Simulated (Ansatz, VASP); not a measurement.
Hf2Si: VASP beside Ansatz

```
Hf Si
1.0
    -3.43654    3.43654    2.30755
     3.43654   -3.43654    2.30755
     3.43654    3.43654   -2.30755
Hf Si
4 2
Direct
  0.84325 0.65675 0.50000
  0.34325 0.84325 0.18651
  0.15675 0.34325 0.50000
  0.65675 0.15675 0.81349
  0.75000 0.75000 0.00000
  0.25000 0.25000 0.00000
```

Alike in both runs: task single point; functional PBEsol; k mesh 14 × 14 × 14; occupations gaussian, width 0.15 eV; no spin polarisation.

|  | VASP | Ansatz |
| --- | --- | --- |
| version | VASP 6.6.1 | Ansatz 0.2.0 |
| potentials or method | VASP PAW PBE potentials, release 64 (Hf_pv, Si), cutoff 520 eV | scalar-relativistic, plane waves, PAW |
| valence electrons in the cell | 48 | 112 |

```csv
,VASP,Ansatz,Ansatz less VASP
gap on the k mesh at the Fermi level (eV),none,none,-
pressure (GPa),2.2,2.5,+0.25
"traceless stress, the component that is largest in VASP (GPa)",23.20,23.27,+0.076
rms of the force components (eV/Å),0.171,0.170,-0.0016
```

VASP's potentials were made for PBE, not for PBEsol. Atom by atom the forces differ by 0.002 eV/Å (rms over components). A gap of «none» marks a metal or a gap that the smearing closes. VASP's potentials hold 48 valence electrons a cell and Ansatz's 112, so a difference there can come from the potentials and not from the codes.

Neither program's run includes spin-orbit coupling.
